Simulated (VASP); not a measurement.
# SiC (F-43m) in VASP: further runs

The runs below take SiC through single point, relaxation of cell and atoms, with PBE.

Program: VASP 6.6.1. These are calculated values, not measurements. Logs are shortened: lines on timing, memory, paths and dates and some standing lists are left out, and cuts for length are marked.

### 1 The cell of the first run

It takes space group F-43m (No. 216, cubic). Conventional cell: a = 4.380 Å, b = 4.380 Å, c = 4.380 Å, α = 90.00°, β = 90.00°, γ = 90.00°. Within 2.5 Å of Si (site symmetry -43m) lie 4 C at 1.90 Å. C (site symmetry -43m) has 4 Si at 1.90 Å within 2.5 Å.

### 2 Single point, PBE

Contents of INCAR:

```
SYSTEM = SiC
PREC = Accurate ; ENCUT = 520
EDIFF = 1E-6 ; ISMEAR = 0
SIGMA = 0.01 ; LREAL = .False.
LASPH = .True. ; NELM = 100
ALGO = Normal ; ISIF = 2
LWAVE = .False. ; LCHARG = .True.
GGA = PE ; LELF = .True.
LVHAR = .True. ; NBANDS = 26
```

Contents of KPOINTS:

```
regular mesh
0
Gamma
  6 6 6
  0 0 0
```

Contents of POSCAR:

```
SiC
1.0
    4.3795393424      0.0000000000      0.0000000000
    0.0000000000      4.3795393424      0.0000000000
    0.0000000000      0.0000000000      4.3795393424
Si C
4 4
Direct
    0.0000000000      0.0000000000      0.0000000000
    0.0000000000      0.5000000000      0.5000000000
    0.5000000000      0.0000000000      0.5000000000
    0.5000000000      0.5000000000      0.0000000000
    0.2500000000      0.2500000000      0.2500000000
    0.2500000000      0.7500000000      0.7500000000
    0.7500000000      0.2500000000      0.7500000000
    0.7500000000      0.7500000000      0.2500000000
```

Potentials or basis: VASP PAW PBE potentials, release 64 (Si, C).

Command:

```sh
$ cat potpaw_PBE.64/Si/POTCAR potpaw_PBE.64/C/POTCAR > POTCAR
$ mpirun -np 1 vasp_std > vasp.out
```

OUTCAR:

```text
SYSTEM = SiC
   PREC = Accurate
   ENCUT = 520
   EDIFF = 1E-6
   ISMEAR = 0
   LREAL = .False.
   LASPH = .True.
   NELM = 100
   ISIF = 2
   GGA = PE

 ion  position               nearest neighbor table
   1  0.000  0.000  0.000-   5 1.90   6 1.90   7 1.90   8 1.90   3 3.10   4 3.10   2 3.10   2 3.10
                             3 3.10   2 3.10   4 3.10   2 3.10   3 3.10   4 3.10   3 3.10   4 3.10
   2  0.000  0.500  0.500-   5 1.90   6 1.90   7 1.90   8 1.90   3 3.10   4 3.10   1 3.10   1 3.10
                             4 3.10   1 3.10   3 3.10   1 3.10   3 3.10   4 3.10   4 3.10   3 3.10
   3  0.500  0.000  0.500-   5 1.90   6 1.90   7 1.90   8 1.90   2 3.10   4 3.10   1 3.10   1 3.10
                             4 3.10   2 3.10   4 3.10   4 3.10   1 3.10   2 3.10   1 3.10   2 3.10
   4  0.500  0.500  0.000-   5 1.90   6 1.90   7 1.90   8 1.90   2 3.10   3 3.10   1 3.10   2 3.10
                             3 3.10   1 3.10   3 3.10   3 3.10   1 3.10   2 3.10   2 3.10   1 3.10
   5  0.250  0.250  0.250-   1 1.90   2 1.90   3 1.90   4 1.90
   6  0.250  0.750  0.750-   1 1.90   2 1.90   3 1.90   4 1.90
   7  0.750  0.250  0.750-   1 1.90   2 1.90   3 1.90   4 1.90
   8  0.750  0.750  0.250-   1 1.90   2 1.90   3 1.90   4 1.90

  LATTYP: Found a simple cubic cell.
 ALAT       =     4.3795393424

  Lattice vectors:

 A1 = (   4.3795393424,   0.0000000000,   0.0000000000)
 A2 = (   0.0000000000,   4.3795393424,   0.0000000000)
 A3 = (   0.0000000000,   0.0000000000,   4.3795393424)

Analysis of symmetry for initial positions (statically):
=====================================================================
 Subroutine PRICEL returns following result:

  LATTYP: Found a face centered cubic cell.
 ALAT       =     4.3795393424

  Lattice vectors:

 A1 = (   2.1897696712,  -2.1897696712,   0.0000000000)
 A2 = (   2.1897696712,   0.0000000000,   2.1897696712)
 A3 = (   0.0000000000,  -2.1897696712,   2.1897696712)

   4 primitive cells build up your supercell.

 Routine SETGRP: Setting up the symmetry group for a
 simple cubic supercell.

 Subroutine GETGRP returns: Found 24 space group operations
 (whereof 24 operations were pure point group operations)
 out of a pool of 48 trial point group operations.

The static configuration has the point symmetry T_d .

Analysis of symmetry for dynamics (positions and initial velocities):
=====================================================================
 Subroutine PRICEL returns following result:

  LATTYP: Found a face centered cubic cell.
 ALAT       =     4.3795393424

  Lattice vectors:

 A1 = (   2.1897696712,  -2.1897696712,   0.0000000000)
 A2 = (   2.1897696712,   0.0000000000,   2.1897696712)
 A3 = (   0.0000000000,  -2.1897696712,   2.1897696712)

   4 primitive cells build up your supercell.

 Routine SETGRP: Setting up the symmetry group for a
 simple cubic supercell.

 Subroutine GETGRP returns: Found 24 space group operations
 (whereof 24 operations were pure point group operations)
 out of a pool of 48 trial point group operations.

The dynamic configuration has the point symmetry T_d .

 Subroutine INISYM returns: Found 24 space group operations
 (whereof 24 operations are pure point group operations),
 and found     4 'primitive' translations

----------------------------------------------------------------------------------------

                                     Primitive cell

  volume of cell :      21.0003

  direct lattice vectors                    reciprocal lattice vectors
     2.189769671 -2.189769671  0.000000000     0.228334517 -0.228334517 -0.228334517
     2.189769671  0.000000000  2.189769671     0.228334517  0.228334517  0.228334517
     0.000000000 -2.189769671  2.189769671    -0.228334517 -0.228334517  0.228334517

  length of vectors
     3.096801967  3.096801967  3.096801967     0.395486984  0.395486984  0.395486984

  position of ions in fractional coordinates (direct lattice)
     0.000000000  0.000000000  0.000000000
     0.750000000  0.750000000  0.750000000

  ion indices of the primitive-cell ions
   primitive index   ion index
                 1           1
                 2           5

----------------------------------------------------------------------------------------

 KPOINTS: regular mesh

Automatic generation of k-mesh.
 Grid dimensions read from file:
 generate k-points for:    6    6    6

 Generating k-lattice:

  Cartesian coordinates                     Fractional coordinates (reciprocal lattice)
     0.038055753  0.000000000  0.000000000     0.166666667  0.000000000  0.000000000
     0.000000000  0.038055753  0.000000000     0.000000000  0.166666667  0.000000000
     0.000000000  0.000000000  0.038055753     0.000000000  0.000000000  0.166666667

  Length of vectors
     0.038055753  0.038055753  0.038055753

  Shift w.r.t. Gamma in fractional coordinates (k-lattice)
     0.000000000  0.000000000  0.000000000

 Subroutine IBZKPT returns following result:
 ===========================================

 Found     20 irreducible k-points:

 Following reciprocal coordinates:
            Coordinates               Weight
  0.000000  0.000000  0.000000      1.000000
  0.166667  0.000000  0.000000      6.000000
  0.333333  0.000000  0.000000      6.000000
  0.500000  0.000000  0.000000      3.000000
  0.166667  0.166667  0.000000     12.000000
  0.333333  0.166667  0.000000     24.000000
[... 12 lines left out ...]
  0.500000  0.500000  0.333333      6.000000
  0.500000  0.500000  0.500000      1.000000
   k-points           NKPTS =     20   k-points in BZ     NKDIM =     20   number of bands    NBANDS=     26
   number of dos      NEDOS =    301   number of ions     NIONS =      8
   total plane-waves  NPLWV =  46656
   dimension x,y,z NGX =    36 NGY =   36 NGZ =   36
   dimension x,y,z NGXF=    72 NGYF=   72 NGZF=   72
   ions per type =               4   4
   NGX,Y,Z   is equivalent  to a cutoff of  13.67, 13.67, 13.67 a.u.
   NGXF,Y,Z  is equivalent  to a cutoff of  27.33, 27.33, 27.33 a.u.
 SYSTEM =  SiC
   PREC   = accura    normal or accurate (medium, high low for compatibility)
   ISTART =      0    job   : 0-new  1-cont  2-samecut
   ICHARG =      2    charge: 1-file 2-atom 10-const
   ISPIN  =      1    spin polarized calculation?
   LNONCOLLINEAR =      F non collinear calculations
   LSORBIT =      F    spin-orbit coupling
   LASPH  =      T    aspherical Exc in radial PAW
   ENCUT  =  520.0 eV  38.22 Ry    6.18 a.u.   8.14  8.14  8.14*2*pi/ulx,y,z
   NELM   =    100;   NELMIN=  2; NELMDL= -5     # of ELM steps
   EDIFF  = 0.1E-05   stopping-criterion for ELM
   LREAL  =      F    real-space projection
   EDIFFG = 0.1E-04   stopping-criterion for IOM
   NSW    =      0    number of steps for IOM
   IBRION =     -1    ionic relax: 0-MD 1-quasi-New 2-CG
   NFREE  =      0    steps in history (QN), initial steepest desc. (CG)
   ISIF   =      2    stress and relaxation
   ISYM   =      2    0-nonsym 1-usesym 2-fastsym
   POTIM  = 0.5000    time-step for ionic-motion
   TEBEG  =    0.0;   TEEND  =   0.0 temperature during run
   PSTRESS=    0.0 pullay stress
   NELECT =      32.0000    total number of electrons
   NUPDOWN=      -1.0000    fix difference up-down
   EMIN   =  10.00;   EMAX   =-10.00  energy-range for DOS
   EFERMI =   0.00;   METHOD = LEGACY
   ISMEAR =     0;   SIGMA  =   0.01  broadening in eV -4-tet -1-fermi 0-gaus
   EFERMI_NEDOS =   21; number of points for ismear=-14 and -15
   IALGO  =     38    algorithm
   IMIX   =      4    mixing-type and parameters
     AMIX     =   0.40;   BMIX     =  1.00
     AMIX_MAG =   1.60;   BMIX_MAG =  1.00
  volume/ion in A,a.u.               =      10.50        70.86
  Fermi-wavevector in a.u.,A,eV,Ry     =   1.186760  2.242652 19.162450  1.408400
  Thomas-Fermi vector in A             =   2.322926
   LORBIT       =      0    0 simple, 1 ext, 2 COOP (PROOUT), +10 PAW based schemes
   GGA     = PE    functional components
   LHFCALC =     F    Hartree Fock is set to
   AEXX    =    0.0000 exact exchange contribution
   IVDW    =     0    specifies the selected vdW correction
   LEPSILON=     F    determine dielectric tensor
   LRPA    =     F    only Hartree local field effects (RPA)
 non-spin polarized calculation
 Gauss-broadening in eV      SIGMA  =   0.01
  energy-cutoff  :      520.00
  volume of cell :       84.00
 maximum number of plane-waves:      2301
 NGX is ok and might be reduce to    36
   NGX = 17   NGY = 17   NGZ = 17

 number of electron      32.0000000 magnetization

 Free energy of the ion-electron system (eV)
  ---------------------------------------------------
  ext. energy  EPLUGINS =         0.00000000
  ---------------------------------------------------
  free energy    TOTEN  =       -60.24386730 eV

  energy without entropy =      -60.24386730  energy(sigma->0) =      -60.24386730

 E-fermi :   7.9845     XC(G=0): -11.2918

 val. band max:        7.9416479468   @ k =   0.0000   0.0000   0.0000
 cond. band min:       9.3123093577   @ k =   0.0000   0.0000   0.0000
 fundamental gap:      1.3706614109
 Fermi energy:         7.9844887446

 k-point     1 :       0.0000    0.0000    0.0000
  band No.  band energies     occupation
      1      -7.3459      2.00000
      2      -2.3982      2.00000
      3      -2.3982      2.00000
      4      -2.3982      2.00000
      5       0.1934      2.00000
      6       0.1934      2.00000
[... 18 lines left out ...]
     25      15.1471      0.00000
     26      15.1471      0.00000

 k-point     2 :       0.1667    0.0000    0.0000
  band No.  band energies     occupation
      1      -7.1670      2.00000
      2      -3.2682      2.00000
      3      -2.3460      2.00000
      4      -2.3460      2.00000
      5       0.3325      2.00000
      6       0.3325      2.00000
[... 18 lines left out ...]
     25      15.6444      0.00000
[... 492 lines left out ...]
     25      15.4272      0.00000
     26      15.4272      0.00000

 k-point    20 :       0.5000    0.5000    0.5000
  band No.  band energies     occupation
      1      -3.8344      2.00000
      2      -3.8344      2.00000
      3      -3.8344      2.00000
      4      -3.8344      2.00000
      5      -0.5117      2.00000
      6      -0.5117      2.00000
[... 18 lines left out ...]
     25      15.1091      0.00000
     26      15.1091      0.00000

------------------------ aborting loop because EDIFF is reached ----------------------------------------

  FORCE on cell =-STRESS in cart. coord.  units (eV):
  Direction    XX          YY          ZZ          XY          YZ          ZX
  --------------------------------------------------------------------------------------
  -------------------------------------------------------------------------------------
  Total       -0.0113294     -0.0113294     -0.0113294      0.0000000     -0.0000000      0.0000000
  in kB       -0.2160879     -0.2160879     -0.2160879      0.0000000     -0.0000000      0.0000000
  external PRESSURE =      -0.2160879 kB  Pullay stress =       0.0000000 kB

 VOLUME and BASIS-vectors are now :
 -----------------------------------------------------------------------------
  energy-cutoff  :      520.00
  volume of cell :       84.00
      direct lattice vectors                 reciprocal lattice vectors
     4.379539342  0.000000000  0.000000000     0.228334517  0.000000000  0.000000000
     0.000000000  4.379539342  0.000000000     0.000000000  0.228334517  0.000000000
     0.000000000  0.000000000  4.379539342     0.000000000  0.000000000  0.228334517

 POSITION                                       TOTAL-FORCE (eV/Angst)
 -----------------------------------------------------------------------------------
      0.00000      0.00000      0.00000         0.000000     -0.000000      0.000000
      0.00000      2.18977      2.18977        -0.000000     -0.000000      0.000000
      2.18977      0.00000      2.18977         0.000000     -0.000000      0.000000
      2.18977      2.18977      0.00000         0.000000     -0.000000      0.000000
      1.09488      1.09488      1.09488        -0.000000      0.000000     -0.000000
      1.09488      3.28465      3.28465        -0.000000      0.000000      0.000000
      3.28465      1.09488      3.28465         0.000000      0.000000     -0.000000
      3.28465      3.28465      1.09488        -0.000000      0.000000      0.000000
 -----------------------------------------------------------------------------------
    total drift:                                0.000000      0.000000      0.000000

  FREE ENERGIE OF THE ION-ELECTRON SYSTEM (eV)
  ---------------------------------------------------
  free  energy   TOTEN  =       -60.2438672950 eV

  energy  without entropy=      -60.2438672950  energy(sigma->0) =      -60.24386730
```

It took 48 s on 1 thread of Intel Xeon 8259CL, shared host; peak memory 0.21 GiB.

What came out:

| Property | Result |
| --- | --- |
| Free energy | -60.2439 eV |
| Pressure | 0.0 GPa |
| Band gap on the k mesh | 1.37 eV |

Levels at points of the mesh, in eV from the valence-band top:
| k point | band 14 | band 15 | band 16 | band 17 | band 18 | band 19 |
| --- | --- | --- | --- | --- | --- | --- |
| (0.00, 0.00, 0.00) | 0.00 | 0.00 | 0.00 | 1.37 | 1.37 | 1.37 |
| (0.50, 0.00, 0.00) | -1.91 | -1.91 | -1.91 | 4.01 | 4.01 | 5.19 |
| (0.50, 0.50, 0.00) | -1.18 | -1.18 | -1.18 | 5.48 | 5.48 | 5.48 |
| (0.50, 0.50, 0.50) | -1.05 | -1.05 | -1.05 | 5.30 | 5.30 | 5.30 |

A k mesh can miss the band edges.

(Continued in part 2 of 2.)
